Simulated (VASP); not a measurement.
Crystal: WS2.

```xyz
3
Lattice="3.1673 0.0000 0.0000 -1.5837 2.7430 0.0000 0.0000 0.0000 6.2798" Properties=species:S:1:pos:R:3 pbc="T T T"
W     0.0000    0.0000    0.0000
S     0.0000    1.8286    1.5725
S     1.5837    0.9143    4.7072
```

- Program: VASP 6.6.1
- Task: relaxation of cell and atoms
- Functional: r2SCAN
- Dispersion: rVV10
- Potentials or basis: VASP PAW PBE potentials, release 64 (W_sv, S)
- Cutoff: 600 eV
- k mesh: 12 × 12 × 4
- Occupations: fermi-dirac, width 0.03 eV
- Spin: no spin polarisation

At the start: pressure 2.2 GPa; volume 18.19 Å³/atom.

Q: Where does the relaxation end?

A: Over 19 steps the energy falls by 8.5 meV/atom and the volume is 18.11 Å³/atom (-0.4 %); space group P-3m1 (No. 164, to 0.1 Å) before and after.

The path:
| step | energy change (eV) | largest force (eV/Å) | pressure (GPa) | volume (Å³) |
| --- | --- | --- | --- | --- |
| 1 | 0.0000 | 0.1418 | 2.22 | 54.56 |
| 2 | 0.0045 | 0.5084 | -3.84 | 56.57 |
| 3 | -0.0085 | 0.1572 | -0.61 | 55.44 |
| 4 | -0.0179 | 0.0220 | -0.36 | 55.61 |
| 5 | -0.0201 | 0.0874 | -0.20 | 55.73 |
| 6 | -0.0201 | 0.0814 | -0.20 | 55.72 |
| 7 | -0.0210 | 0.0901 | -0.06 | 55.54 |
| 8 | -0.0230 | 0.1147 | 0.42 | 55.00 |
| 9 | -0.0232 | 0.1649 | 1.49 | 53.91 |
| 10 | -0.0238 | 0.1445 | 1.00 | 54.40 |
| 11 | -0.0240 | 0.1330 | 0.93 | 54.39 |
| 12 | -0.0246 | 0.0991 | 0.75 | 54.34 |
| 13 | -0.0253 | 0.0348 | 0.36 | 54.24 |
| 14 | -0.0250 | 0.0953 | -0.36 | 54.04 |
| 15 | -0.0255 | 0.0095 | 0.12 | 54.17 |
| 16 | -0.0255 | 0.0088 | 0.12 | 54.19 |
| 17 | -0.0256 | 0.0088 | 0.05 | 54.23 |
| 18 | -0.0256 | 0.0072 | -0.06 | 54.33 |
| 19 | -0.0256 | 0.0010 | -0.02 | 54.32 |

Final structure:
```
W S
1.0
     3.23139    0.00000    0.00000
    -1.61569    2.79846    0.00000
     0.00000    0.00000    6.00668
W S
1 2
Direct
  0.00000 0.00000 0.00000
  0.33333 0.66667 0.25626
  0.66667 0.33333 0.74374
```

Caveat: the PAW data sets were made with another functional, which shifts forces and pressure a little.
